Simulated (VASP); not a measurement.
A run of VASP 6.6.1 is set up as follows.

File INCAR:

```
SYSTEM = Pb
ALGO = Fast ; EDIFF = 1E-7
ENCUT = 520 ; GGA = PE
ISIF = 2 ; ISMEAR = -1
LASPH = .True. ; LCHARG = .False.
LREAL = .False. ; LWAVE = .False.
NBANDS = 13 ; NELM = 60
PREC = Accurate ; SIGMA = 0.05
```

KPOINTS

```
k-points
0
Gamma
  8 8 8
  0 0 0
```

The input POSCAR:

```
Pb
1.0
    0.0193336300      2.4628699300      2.5509238144
    2.5028571400     -0.0067465600      2.5780472120
    2.4813249000      2.4674178800      0.0153771072
Pb
1
Direct
    0.0000000000      0.0000000000      0.0000000000
```

Potentials or basis: VASP PAW PBE potentials, release 64 (Pb_d).

Launch:

```console
$ cat potpaw_PBE.64/Pb_d/POTCAR > POTCAR
$ mpirun -np 1 vasp_std > vasp.out
```

**Question.** Estimate the pressure.

**Answer.** 0.8 GPa.

**Question.** Predict the band gap on the k mesh.

**Answer.** Zero (bands 7 and 8 overlap by 8.28 eV).

Stress tensor (GPa, compression positive):
```
 0.92  0.06 -0.24
 0.06  1.11  0.07
-0.24  0.07  0.51
```

Caveat: spin-orbit coupling is left out, which moves the levels of the heavy elements.
